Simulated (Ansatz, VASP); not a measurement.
**Pt in VASP and in Ansatz**

The input POSCAR:

```
Pt
1.0
    2.6916489754      0.0000000000      0.0000000000
   -1.3458244877      2.3310363908      0.0000000000
    0.0000000000      0.0000000000      4.9119373500
Pt
2
Direct
    0.6666666667      0.3333333333      0.7500000000
    0.3333333333      0.6666666667      0.2500000000
```

The input INCAR.step1:

```
SYSTEM = Pt
PREC     = Accurate       ! precision mode
ENCUT    = 520            ! plane-wave cutoff, eV
ISMEAR   = 0              ! smearing method
SIGMA    = 0.15           ! smearing width, eV
LREAL    = .False.        ! projectors in reciprocal space
LASPH    = .True.         ! aspherical terms in the spheres
NELM     = 100            ! most SCF steps
NBANDS   = 17             ! bands
GGA      = PE             ! functional
ALGO     = Normal         ! electronic algorithm
EDIFF    = 1E-4           ! SCF threshold, eV
LWAVE    = .True.         ! write WAVECAR
LCHARG   = .False.        ! write CHGCAR
```

The input INCAR.step2:

```
SYSTEM = Pt
PREC     = Accurate       ! precision mode
ENCUT    = 520            ! plane-wave cutoff, eV
EDIFF    = 1E-6           ! SCF threshold, eV
ISMEAR   = 0              ! smearing method
SIGMA    = 0.15           ! smearing width, eV
LREAL    = .False.        ! projectors in reciprocal space
LASPH    = .True.         ! aspherical terms in the spheres
NELM     = 100            ! most SCF steps
ALGO     = Normal         ! electronic algorithm
ISIF     = 2              ! what is computed and relaxed
LWAVE    = .False.        ! write WAVECAR
LCHARG   = .True.         ! write CHGCAR
METAGGA  = R2SCAN         ! meta-GGA
LMIXTAU  = .True.       
LELF     = .True.         ! ELF
LVHAR    = .True.       
NBANDS   = 17             ! bands
ISTART   = 1
```

Contents of KPOINTS:

```
Automatic mesh
0
Gamma
  18 18 10
  0 0 0
```

Input for Ansatz:

```yaml
crystal:
  lattice:
    - [2.6916489754, 0.0, 0.0]
    - [-1.3458244877, 2.3310363908, 0.0]
    - [0.0, 0.0, 4.91193735]
  atoms:
    - { symbol: Pt, position: [0.6666666667, 0.3333333333, 0.75] }
    - { symbol: Pt, position: [0.3333333333, 0.6666666667, 0.25] }
basis:
  ecutwfc: 500
kpoints:
  mp_grid: { grid: [18, 18, 10] }
hamiltonian:
  xc: r2scan
scf:
  occupations: { method: gaussian, width: 0.15 }
output:
  forces: true
  stress: true
  eigenvalues: true
```

Change from the starting cell: strain -0.025 along x and y, +0.025 along z, atoms carried along.

Alike in both runs: task single point; functional r2SCAN; k mesh 18 × 18 × 10; occupations gaussian, width 0.15 eV; no spin polarisation.

|  | VASP | Ansatz |
| --- | --- | --- |
| version | VASP 6.6.1 | Ansatz 0.2.0 |
| potentials or method | VASP PAW PBE potentials, release 64 (Pt), cutoff 520 eV | scalar-relativistic, plane waves, PAW |
| valence electrons in the cell | 20 | 36 |

Ansatz gave:

| Property | Result |
| --- | --- |
| gap on the k mesh at the Fermi level (eV) | none |
| pressure (GPa) | 2.3 |
| traceless stress, the component that is largest in VASP (GPa) | -7.45 |

**Question.** What did VASP give for the same quantities?

**Answer.** gap on the k mesh at the Fermi level (eV): none; pressure (GPa): 2.9; traceless stress, the component that is largest in VASP (GPa): -7.80.

VASP's potentials were made for PBE, not for r2SCAN. A gap of «none» marks a metal or a gap that the smearing closes. VASP's potentials hold 20 valence electrons a cell and Ansatz's 36, so a difference there can come from the potentials and not from the codes.

Spin-orbit coupling is off throughout.
